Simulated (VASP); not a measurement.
Crystal: C.

```
C
1.0
     1.28161   -2.10032   -0.01103
    -3.79062   -2.06902   -0.01104
    -0.00001   -0.02287   -4.50200
C
4
Direct
  0.97565 0.66612 0.49790
  0.51128 0.16990 0.46733
  0.46337 0.82574 0.50963
  0.04969 0.33825 0.52513
```

```yaml
Program: VASP 6.6.1
Task: relaxation of cell and atoms
Functional: PBE
Potentials_or_basis: VASP PAW PBE potentials, release 64 (C)
Cutoff: 600 eV
k_mesh: 8 × 6 × 6
Occupations: gaussian, width 0.2 eV
Spin: no spin polarisation
```

At the start: pressure -2.1 GPa; volume 11.94 Å³/atom.

Task: How do energy, volume and symmetry change on relaxing?

Result: Over 18 steps the energy falls by 271.5 meV/atom and the volume is 11.71 Å³/atom (-2.0 %); space group P1 (No. 1, to 0.1 Å) before, P6/mmm (No. 191, to 0.1 Å).

The path:
| step | energy change (eV) | largest force (eV/Å) | pressure (GPa) | volume (Å³) |
| --- | --- | --- | --- | --- |
| 1 | 0.0000 | 5.8342 | -2.12 | 47.78 |
| 2 | 1.4697 | 11.7271 | 18.06 | 46.55 |
| 3 | -0.7878 | 2.7260 | -1.21 | 47.37 |
| 4 | -0.7930 | 4.1580 | 2.57 | 46.59 |
| 5 | -1.0313 | 1.1413 | 0.51 | 46.97 |
| 6 | -1.0084 | 2.6192 | 0.00 | 47.06 |
| 7 | -1.0642 | 0.7912 | 0.11 | 47.01 |
| 8 | -1.0793 | 0.4854 | -0.70 | 47.08 |
| 9 | -1.0825 | 0.2477 | -0.48 | 47.06 |
| 10 | -1.0841 | 0.3437 | 0.28 | 46.91 |
| 11 | -1.0850 | 0.1204 | -0.02 | 46.97 |
| 12 | -1.0853 | 0.1114 | 0.00 | 46.94 |
| 13 | -1.0855 | 0.0417 | 0.00 | 46.95 |
| 14 | -1.0856 | 0.0702 | -0.13 | 46.94 |
| 15 | -1.0856 | 0.0436 | -0.09 | 46.94 |
| 16 | -1.0857 | 0.0267 | -0.14 | 46.92 |
| 17 | -1.0858 | 0.0378 | -0.22 | 46.88 |
| 18 | -1.0858 | 0.0250 | -0.08 | 46.82 |

Final structure:
```yaml
crystal:
  lattice:
    - [1.23419, -2.13773, -0.00453]
    - [-3.69800, -2.13475, -0.01556]
    - [-0.00986, -0.01553, -4.44252]
  atoms:
    - { symbol: C, position: [0.00007, 0.66657, 0.49972] }
    - { symbol: C, position: [0.49987, 0.16652, 0.50034] }
    - { symbol: C, position: [0.50009, 0.83346, 0.49968] }
    - { symbol: C, position: [0.99998, 0.33344, 0.50026] }
```

Caveat: this functional lacks dispersion, which binds layers or chains, so the pressure and a relaxed spacing across them are unreliable.
